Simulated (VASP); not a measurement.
ZnO: single point with r2SCAN+rVV10

The system is ZnO.

```xyz
4
Lattice="3.2493 0.0000 0.0000 -1.6247 2.8140 0.0000 0.0000 0.0000 5.2057" Properties=species:S:1:pos:R:3 pbc="T T T"
Zn    1.6247    0.9380    0.0000
Zn    0.0000    1.8760    2.6029
O     0.0000    1.8760    4.5759
O     1.6247    0.9380    1.9730
```

```
Program                : VASP 6.6.1
Task                   : single point
Functional             : r2SCAN
Dispersion             : rVV10
Potentials or basis    : VASP PAW PBE potentials, release 64 (Zn, O_h)
Cutoff                 : 1480 eV
k mesh                 : 9 × 9 × 5
Occupations            : fermi-dirac, width 0.05 eV
Spin                   : no spin polarisation
Dipole correction      : no
Further INCAR settings : ALGO = Normal; EDIFF = 1e-06; NBANDS = 26
```

```json
{
 "Pressure": "-1.5 GPa",
 "Largest force": "0.073 eV/Å",
 "Band gap on the k mesh": "1.18 eV"
}
```

Forces on the atoms (eV/Å):
```
Zn   0.000  0.000 -0.073
Zn   0.000  0.000 -0.073
O    0.000  0.000  0.073
O    0.000  0.000  0.073
```

Stress tensor (GPa, compression positive):
```
-2.01  0.00  0.00
 0.00 -2.01  0.00
 0.00  0.00 -0.36
```

Levels at points of the mesh, in eV from the valence-band top:
```csv
k point,band 14,band 15,band 16,band 17,band 18,band 19,band 20,band 21,band 22,band 23
"(0.00, 0.00, 0.00)",-0.83,-0.83,-0.07,0.00,0.00,1.18,5.80,8.80,13.62,13.62
```

Run time: 16 min on 1 thread of Intel(R) Xeon(R) Platinum 8259CL CPU @ 2.50GHz (Skylake/Cascade Lake), on a shared host, peak memory 0.92 GiB.

Caveat: the PAW data sets were made with another functional, which shifts forces and pressure a little. r2SCAN opens gaps a little over a GGA but as a rule still falls short of measured ones.
